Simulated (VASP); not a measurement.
# Ge5Pt (P6/mmm) in VASP: single point with PBE

Aim: the single point of Ge5Pt with PBE.

Program: VASP 6.6.1. These are calculated values, not measurements. Logs are shortened: lines on timing, memory, paths and dates and some standing lists are left out, and cuts for length are marked.

## 1. The cell of the first run

It takes space group P6/mmm (No. 191, hexagonal). The conventional cell has a = 5.390 Å, b = 5.390 Å, c = 4.352 Å, α = 90.00°, β = 90.00°, γ = 120.00°. Within 3.5 Å of Ge (site symmetry -6m2) lie 9 Ge at 2.68 to 3.11 Å and 3 Pt at 3.11 Å. Ge (site symmetry mmm) has 8 Ge at 2.68 to 2.70 Å and 4 Pt at 3.46 Å within 3.5 Å. Within 4.1 Å of Pt (site symmetry 6/mmm) lie 18 Ge at 3.11 to 3.46 Å.

## 2. Single point, PBE

The input, INCAR:

```
SYSTEM = Ge5Pt
PREC = Accurate
ENCUT = 520
EDIFF = 1E-7
ISMEAR = 0
SIGMA = 0.1
LREAL = .False.
LASPH = .True.
NELM = 60
ALGO = Normal
ISIF = 2
LWAVE = .False.
LCHARG = .False.
GGA = PE
NBANDS = 49
```

The input, KPOINTS:

```
regular mesh
0
Gamma
  6 6 4
  0 0 0
```

The input, POSCAR:

```
Ge5Pt
1.0
    5.3904144600      0.0000000000      0.0000000000
   -2.6952072300      4.6682358600      0.0000000000
    0.0000000000      0.0000000000      4.3524442100
Ge Pt
5 1
Direct
    0.3333333300      0.6666666700      0.0000000000
    0.6666666700      0.3333333300      0.0000000000
    0.5000000000      0.0000000000      0.5000000000
    0.5000000000      0.5000000000      0.5000000000
    0.0000000000      0.5000000000      0.5000000000
    0.0000000000      0.0000000000      0.0000000000
```

Potentials or basis: VASP PAW PBE potentials, release 64 (Ge_d, Pt).

The run is started by

```sh
$ cat potpaw_PBE.64/Ge_d/POTCAR potpaw_PBE.64/Pt/POTCAR > POTCAR
$ mpirun -np 1 vasp_std > vasp.out
```

OUTCAR:

```text
SYSTEM = Ge5Pt
   PREC = Accurate
   ENCUT = 520
   EDIFF = 1E-7
   ISMEAR = 0
   LREAL = .False.
   LASPH = .True.
   NELM = 60
   ISIF = 2
   GGA = PE

 ion  position               nearest neighbor table
   1  0.333  0.667  0.000-   5 2.68   5 2.68   3 2.68   3 2.68   4 2.68   4 2.68   6 3.11   6 3.11
                             6 3.11
   2  0.667  0.333  0.000-   5 2.68   5 2.68   3 2.68   3 2.68   4 2.68   4 2.68   6 3.11   6 3.11
                             6 3.11
   3  0.500  0.000  0.500-   1 2.68   2 2.68   1 2.68   2 2.68   4 2.70   5 2.70   4 2.70   5 2.70

   4  0.500  0.500  0.500-   1 2.68   2 2.68   1 2.68   2 2.68   5 2.70   5 2.70   3 2.70   3 2.70

   5  0.000  0.500  0.500-   1 2.68   2 2.68   1 2.68   2 2.68   4 2.70   4 2.70   3 2.70   3 2.70

   6  0.000  0.000  0.000-   1 3.11   2 3.11   2 3.11   1 3.11   2 3.11   1 3.11

  LATTYP: Found a hexagonal cell.
 ALAT       =     5.3904144600
 C/A-ratio  =     0.8074414764

  Lattice vectors:

 A1 = (   5.3904144600,   0.0000000000,   0.0000000000)
 A2 = (  -2.6952072300,   4.6682358600,   0.0000000000)
 A3 = (   0.0000000000,   0.0000000000,   4.3524442100)

Analysis of symmetry for initial positions (statically):
=====================================================================
 Subroutine PRICEL returns:
 Original cell was already a primitive cell.

 Routine SETGRP: Setting up the symmetry group for a
 hexagonal supercell.

 Subroutine GETGRP returns: Found 24 space group operations
 (whereof 24 operations were pure point group operations)
 out of a pool of 24 trial point group operations.

The static configuration has the point symmetry D_6h.

Analysis of symmetry for dynamics (positions and initial velocities):
=====================================================================
 Subroutine PRICEL returns:
 Original cell was already a primitive cell.

 Routine SETGRP: Setting up the symmetry group for a
 hexagonal supercell.

 Subroutine GETGRP returns: Found 24 space group operations
 (whereof 24 operations were pure point group operations)
 out of a pool of 24 trial point group operations.

The dynamic configuration has the point symmetry D_6h.

 Subroutine INISYM returns: Found 24 space group operations
 (whereof 24 operations are pure point group operations),
 and found     1 'primitive' translations

----------------------------------------------------------------------------------------

                                     Primitive cell

  volume of cell :     109.5237

  direct lattice vectors                    reciprocal lattice vectors
     5.390414460  0.000000000  0.000000000     0.185514492  0.107106842  0.000000000
    -2.695207230  4.668235860  0.000000000     0.000000000  0.214213684  0.000000000
     0.000000000  0.000000000  4.352444210     0.000000000  0.000000000  0.229755961

  length of vectors
     5.390414460  5.390414461  4.352444210     0.214213684  0.214213684  0.229755961

  position of ions in fractional coordinates (direct lattice)
     0.333333330  0.666666670  0.000000000
     0.666666670  0.333333330  0.000000000
     0.500000000  0.000000000  0.500000000
     0.500000000  0.500000000  0.500000000
     0.000000000  0.500000000  0.500000000
     0.000000000  0.000000000  0.000000000

  ion indices of the primitive-cell ions
   primitive index   ion index
                 1           1
                 2           2
                 3           3
                 4           4
                 5           5
                 6           6

----------------------------------------------------------------------------------------

 KPOINTS: regular mesh

Automatic generation of k-mesh.
 Grid dimensions read from file:
 generate k-points for:    6    6    4

 Generating k-lattice:

  Cartesian coordinates                     Fractional coordinates (reciprocal lattice)
     0.030919082  0.017851140  0.000000000     0.166666667  0.000000000  0.000000000
     0.000000000  0.035702281  0.000000000     0.000000000  0.166666667  0.000000000
     0.000000000  0.000000000  0.057438990     0.000000000  0.000000000  0.250000000

  Length of vectors
     0.035702281  0.035702281  0.057438990

  Shift w.r.t. Gamma in fractional coordinates (k-lattice)
     0.000000000  0.000000000  0.000000000

 Subroutine IBZKPT returns following result:
 ===========================================

 Found     21 irreducible k-points:

 Following reciprocal coordinates:
            Coordinates               Weight
  0.000000  0.000000  0.000000      1.000000
  0.166667  0.000000  0.000000      6.000000
  0.333333  0.000000  0.000000      6.000000
  0.500000  0.000000  0.000000      3.000000
  0.166667  0.166667  0.000000      6.000000
  0.333333  0.166667  0.000000     12.000000
[... 13 lines left out ...]
  0.333333  0.166667  0.500000     12.000000
  0.333333  0.333333  0.500000      2.000000
   k-points           NKPTS =     21   k-points in BZ     NKDIM =     21   number of bands    NBANDS=     49
   number of dos      NEDOS =    301   number of ions     NIONS =      6
   total plane-waves  NPLWV =  51200
   dimension x,y,z NGX =    40 NGY =   40 NGZ =   32
   dimension x,y,z NGXF=    80 NGYF=   80 NGZF=   64
   ions per type =               5   1
   NGX,Y,Z   is equivalent  to a cutoff of  12.34, 12.34, 12.22 a.u.
   NGXF,Y,Z  is equivalent  to a cutoff of  24.67, 24.67, 24.45 a.u.
 SYSTEM =  Ge5Pt
   PREC   = accura    normal or accurate (medium, high low for compatibility)
   ISTART =      0    job   : 0-new  1-cont  2-samecut
   ICHARG =      2    charge: 1-file 2-atom 10-const
   ISPIN  =      1    spin polarized calculation?
   LNONCOLLINEAR =      F non collinear calculations
   LSORBIT =      F    spin-orbit coupling
   LASPH  =      T    aspherical Exc in radial PAW
   ENCUT  =  520.0 eV  38.22 Ry    6.18 a.u.  10.02 10.02  8.09*2*pi/ulx,y,z
   NELM   =     60;   NELMIN=  2; NELMDL= -5     # of ELM steps
   EDIFF  = 0.1E-06   stopping-criterion for ELM
   LREAL  =      F    real-space projection
   EDIFFG = 0.1E-05   stopping-criterion for IOM
   NSW    =      0    number of steps for IOM
   IBRION =     -1    ionic relax: 0-MD 1-quasi-New 2-CG
   NFREE  =      0    steps in history (QN), initial steepest desc. (CG)
   ISIF   =      2    stress and relaxation
   ISYM   =      2    0-nonsym 1-usesym 2-fastsym
   POTIM  = 0.5000    time-step for ionic-motion
   TEBEG  =    0.0;   TEEND  =   0.0 temperature during run
   PSTRESS=    0.0 pullay stress
   NELECT =      80.0000    total number of electrons
   NUPDOWN=      -1.0000    fix difference up-down
   EMIN   =  10.00;   EMAX   =-10.00  energy-range for DOS
   EFERMI =   0.00;   METHOD = LEGACY
   ISMEAR =     0;   SIGMA  =   0.10  broadening in eV -4-tet -1-fermi 0-gaus
   EFERMI_NEDOS =   21; number of points for ismear=-14 and -15
   IALGO  =     38    algorithm
   IMIX   =      4    mixing-type and parameters
     AMIX     =   0.40;   BMIX     =  1.00
     AMIX_MAG =   1.60;   BMIX_MAG =  1.00
  volume/ion in A,a.u.               =      18.25       123.18
  Fermi-wavevector in a.u.,A,eV,Ry     =   1.474355  2.786127 29.575298  2.173723
  Thomas-Fermi vector in A             =   2.589137
   LORBIT       =      0    0 simple, 1 ext, 2 COOP (PROOUT), +10 PAW based schemes
   GGA     = PE    functional components
   LHFCALC =     F    Hartree Fock is set to
   AEXX    =    0.0000 exact exchange contribution
   IVDW    =     0    specifies the selected vdW correction
   LEPSILON=     F    determine dielectric tensor
   LRPA    =     F    only Hartree local field effects (RPA)
 non-spin polarized calculation
 Gauss-broadening in eV      SIGMA  =   0.10
  energy-cutoff  :      520.00
  volume of cell :      109.52
 maximum number of plane-waves:      2982
   NGX = 21   NGY = 21   NGZ = 17

 number of electron      79.9999981 magnetization

 Free energy of the ion-electron system (eV)
  ---------------------------------------------------
  ext. energy  EPLUGINS =         0.00000000
  ---------------------------------------------------
  free energy    TOTEN  =       -24.60533074 eV

  energy without entropy =      -24.58386526  energy(sigma->0) =      -24.59459800

 E-fermi :   7.2218     XC(G=0): -11.5014

 val. band max:        7.2211156323   @ k =   0.1667   0.0000   0.0000
 cond. band min:       7.2638685171   @ k =   0.3333   0.1667   0.2500
 fundamental gap:      0.0427528848
 Fermi energy:         7.2218456297

 k-point     1 :       0.0000    0.0000    0.0000
  band No.  band energies     occupation
      1     -17.8100      2.00000
      2     -17.7476      2.00000
      3     -17.7476      2.00000
      4     -17.7291      2.00000
      5     -17.7291      2.00000
      6     -17.7057      2.00000
[... 41 lines left out ...]
     48      13.9767      0.00000
     49      13.9819      0.00000

 k-point     2 :       0.1667    0.0000    0.0000
  band No.  band energies     occupation
      1     -17.7973      2.00000
      2     -17.7434      2.00000
      3     -17.7329      2.00000
      4     -17.7268      2.00000
      5     -17.7254      2.00000
      6     -17.7061      2.00000
[... 41 lines left out ...]
     48      12.2292      0.00000
     49      12.5600      0.00000

 k-point     3 :       0.3333    0.0000    0.0000
  band No.  band energies     occupation
      1     -17.7707      2.00000
      2     -17.7268      2.00000
      3     -17.7226      2.00000
      4     -17.7167      2.00000
      5     -17.7062      2.00000
      6     -17.6943      2.00000
[... 41 lines left out ...]
     48      12.4957      0.00000
     49      12.4977      0.00000

 k-point     4 :       0.5000    0.0000    0.0000
  band No.  band energies     occupation
      1     -17.7596      2.00000
      2     -17.7208      2.00000
      3     -17.7114      2.00000
      4     -17.7058      2.00000
      5     -17.6997      2.00000
      6     -17.6629      2.00000
[... 821 lines left out ...]
     48      12.9658      0.00000
     49      13.4570      0.00000

 k-point    20 :       0.3333    0.1667    0.5000
  band No.  band energies     occupation
      1     -17.7523      2.00000
      2     -17.7325      2.00000
      3     -17.6998      2.00000
      4     -17.6979      2.00000
      5     -17.6948      2.00000
      6     -17.6822      2.00000
[... 41 lines left out ...]
     48      12.8198      0.00000
     49      13.2086      0.00000

 k-point    21 :       0.3333    0.3333    0.5000
  band No.  band energies     occupation
      1     -17.7264      2.00000
      2     -17.7264      2.00000
      3     -17.7157      2.00000
      4     -17.6950      2.00000
      5     -17.6832      2.00000
      6     -17.6832      2.00000
[... 41 lines left out ...]
     48      12.6839      0.00000
     49      12.8516      0.00000

------------------------ aborting loop because EDIFF is reached ----------------------------------------

  FORCE on cell =-STRESS in cart. coord.  units (eV):
  Direction    XX          YY          ZZ          XY          YZ          ZX
  --------------------------------------------------------------------------------------
  -------------------------------------------------------------------------------------
  Total        3.7851603      3.7851603     12.3307472      0.0000000     -0.0000000      0.0000000
  in kB       55.3715514     55.3715514    180.3814258      0.0000000     -0.0000000      0.0000000
  external PRESSURE =      97.0415095 kB  Pullay stress =       0.0000000 kB

 VOLUME and BASIS-vectors are now :
 -----------------------------------------------------------------------------
  energy-cutoff  :      520.00
  volume of cell :      109.52
      direct lattice vectors                 reciprocal lattice vectors
     5.390414460  0.000000000  0.000000000     0.185514492  0.107106842  0.000000000
    -2.695207230  4.668235860  0.000000000     0.000000000  0.214213684  0.000000000
     0.000000000  0.000000000  4.352444210     0.000000000  0.000000000  0.229755961

 POSITION                                       TOTAL-FORCE (eV/Angst)
 -----------------------------------------------------------------------------------
     -0.00000      3.11216      0.00000         0.000000     -0.000000      0.000000
      2.69521      1.55608      0.00000        -0.000000      0.000000      0.000000
      2.69521      0.00000      2.17622         0.000000      0.000000      0.000000
      1.34760      2.33412      2.17622         0.000000      0.000000      0.000000
     -1.34760      2.33412      2.17622         0.000000      0.000000      0.000000
      0.00000      0.00000      0.00000         0.000000      0.000000      0.000000
 -----------------------------------------------------------------------------------
    total drift:                               -0.000000     -0.000000     -0.000000

  FREE ENERGIE OF THE ION-ELECTRON SYSTEM (eV)
  ---------------------------------------------------
  free  energy   TOTEN  =       -24.6053307357 eV

  energy  without entropy=      -24.5838652632  energy(sigma->0) =      -24.59459800
```

Run time: 2 min. Hardware: 1 thread of Intel Xeon Platinum 8488C (Sapphire Rapids), shared host; peak memory 0.26 GiB.

Results:

- Free energy: -24.6053 eV
- Pressure: 9.7 GPa
- Band gap on the k mesh: zero (band 40 reaches 8.22 eV, above the bottom of band 41 at 6.86 eV)

Stress tensor (GPa, compression positive):
```
 5.54  0.00  0.00
 0.00  5.54  0.00
 0.00  0.00 18.04
```

Levels at points of the mesh, in eV from the Fermi level:
```csv
k point,band 38,band 39,band 40,band 41,band 42,band 43
"(0.00, 0.00, 0.00)",-1.80,-1.30,-0.55,-0.21,0.94,0.94
"(0.50, 0.00, 0.00)",-1.14,-1.03,0.24,0.24,0.71,0.89
"(0.00, 0.00, 0.50)",-0.55,-0.31,-0.31,-0.16,-0.16,0.28
"(0.50, 0.00, 0.50)",-1.23,0.63,0.99,1.00,1.03,1.91
```

Caveat: the k points lie up to 0.36 Å⁻¹ apart; spin-orbit coupling is left out, which moves the levels of the heavy elements.
